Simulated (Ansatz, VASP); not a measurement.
Os in VASP and in Ansatz

Contents of INCAR:

```
SYSTEM = Os
  PREC = Accurate
  ENCUT = 520
  EDIFF = 1E-6
  ISMEAR = -1
  SIGMA = 0.1
  LREAL = .FALSE.
  LASPH = .TRUE.
  NELM = 80
  ALGO = Normal
  ISIF = 2
  LWAVE = .FALSE.
  LCHARG = .FALSE.
  GGA = PE
  NBANDS = 10
```

Contents of KPOINTS:

```
regular mesh
0
G
  16 16 16
  0 0 0
```

The input POSCAR:

```
Os
1.0
   -1.5463272233      1.5463272233      1.5463272233
    1.5463272233     -1.5463272233      1.5463272233
    1.5463272233      1.5463272233     -1.5463272233
Os
1
Direct
    0.0000000000      0.0000000000      0.0000000000
```

Input for Ansatz:

```yaml
crystal:
  lattice:
    - [-1.5463272233, 1.5463272233, 1.5463272233]
    - [1.5463272233, -1.5463272233, 1.5463272233]
    - [1.5463272233, 1.5463272233, -1.5463272233]
  atoms:
    - { symbol: Os, position: [0.0, 0.0, 0.0] }
hamiltonian:
  xc: pbe
  pseudopotentials:
    kind: paw
    azcp:
      Os: "pseudopotentials/Os.paw.azcp"
basis:
  ecutwfc: 420
  fft_grid_basis: typed
kpoints:
  mp_grid: { grid: [16, 16, 16], shift: [0, 0, 0] }
magnetization:
  spin_polarized: false
scf:
  occupations: { method: fermi_dirac, width: 0.1 }
  lower_state_search: "off"
output:
  stress: true
```

Alike in both runs: task single point; functional PBE; k mesh 16 × 16 × 16; occupations fermi-dirac, width 0.1 eV; no spin polarisation.

```csv
,VASP,Ansatz
version,VASP 6.6.1,Ansatz 0.2.0
potentials or method,"VASP PAW PBE potentials, release 64 (Os), cutoff 520 eV","plane waves (420 eV) with PAW, scalar-relativistic"
valence electrons in the cell,8,16
```

```tsv
	VASP	Ansatz	Ansatz less VASP
pressure (GPa)	0.1	0.0	-0.07
```

With one functional, cell and mesh, what is left measures potentials, basis and numerics. VASP's potentials hold 8 valence electrons a cell and Ansatz's 16, so a difference there can come from the potentials and not from the codes.

Spin-orbit coupling is off throughout.
